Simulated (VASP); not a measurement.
Ga3N2:

```
Ga N
1.0
     4.46265    0.00000    0.00000
     0.00000    4.46265    0.00000
     0.00000    0.00000    4.46265
Ga N
3 2
Direct
  0.00000 0.50000 0.50000
  0.50000 0.00000 0.50000
  0.50000 0.50000 0.00000
  0.00000 0.00000 0.00000
  0.50000 0.50000 0.50000
```

| Quantity | Value |
| --- | --- |
| Program | VASP 6.6.1 |
| Task | relaxation of cell and atoms |
| Functional | PBE |
| Potentials or basis | VASP PAW PBE potentials, release 64 (Ga_d, N) |
| Cutoff | 600 eV |
| k mesh | 4 × 4 × 4 |
| Occupations | gaussian, width 0.1 eV |
| Spin | no spin polarisation |

At the start: pressure -9.1 GPa; volume 17.77 Å³/atom.

Q: Where does the relaxation end?

A: Over 4 steps the energy falls by 105.9 meV/atom and the volume is 14.61 Å³/atom (-17.8 %); space group Pm-3m (No. 221, to 0.05 Å).

Step by step:
```
step  energy change (eV)  largest force (eV/Å)  pressure (GPa)  volume (Å³)
   1              0.0000                0.0000           -9.13        88.87
   2             -0.4924                0.0000           -3.14        76.47
   3             -0.5285                0.0000            0.68        72.35
   4             -0.5297                0.0000           -0.11        73.04
```

Final structure:
```xyz
5
Lattice="4.1802 0.0000 0.0000 0.0000 4.1802 0.0000 0.0000 0.0000 4.1802" Properties=species:S:1:pos:R:3 pbc="T T T"
Ga    0.0000    2.0901    2.0901
Ga    2.0901    0.0000    2.0901
Ga    2.0901    2.0901    0.0000
N     0.0000    0.0000    0.0000
N     2.0901    2.0901    2.0901
```

Caveat: the volume moved by over 15 % at a fixed basis, so the end points are rough.
